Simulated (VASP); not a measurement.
Write the native input for VASP 6.6.1 that does the following.

- Task: single point
- Functional: PBEsol
- Potentials or basis: VASP PAW PBE potentials, release 64 (V_sv)
- Cutoff: 520 eV
- k mesh: 18 × 18 × 10
- Occupations: fermi-dirac, width 0.05 eV
- Spin: no spin polarisation
- Dipole correction: no
- Further INCAR settings: ALGO = Normal; EDIFF = 1e-06; NBANDS = 20

The structure of V lies in POSCAR:

```
V
1.0
    2.3534329215      0.0000000000      0.0000000000
   -1.1767164607      2.0381326961      0.0000000000
    0.0000000000      0.0000000000      4.2822875164
V
2
Direct
    0.3333333333      0.6666666667      0.2500000000
    0.6666666667      0.3333333333      0.7500000000
```

These files were run (other wordings do the same):

INCAR

```
ALGO = Normal
EDIFF = 1E-6
ENCUT = 520
GGA = PS
ISIF = 2
ISMEAR = -1
LASPH = True
LCHARG = False
LREAL = False
LWAVE = False
NBANDS = 20
NELM = 60
PREC = Accurate
SIGMA = 0.05
```

KPOINTS

```
k-points
0
Gamma
  18 18 10
```

Potentials or basis: VASP PAW PBE potentials, release 64 (V_sv).

Run with:

```console
$ cat potpaw_PBE.64/V_sv/POTCAR > POTCAR
$ mpirun -np 1 vasp_std > vasp.out
```

Results of the run:

```
Pressure               : 79.0 GPa
Band gap on the k mesh : zero (band 13 reaches 16.05 eV, above the bottom of band 14 at 12.88 eV)
```

Caveat: the PAW data sets were made with another functional, which shifts forces and pressure a little.

Wall time 110 s on 1 thread of AMD EPYC 7R43 64-Core Processor (Zen 3), with other jobs on the host, peak memory 0.15 GiB.
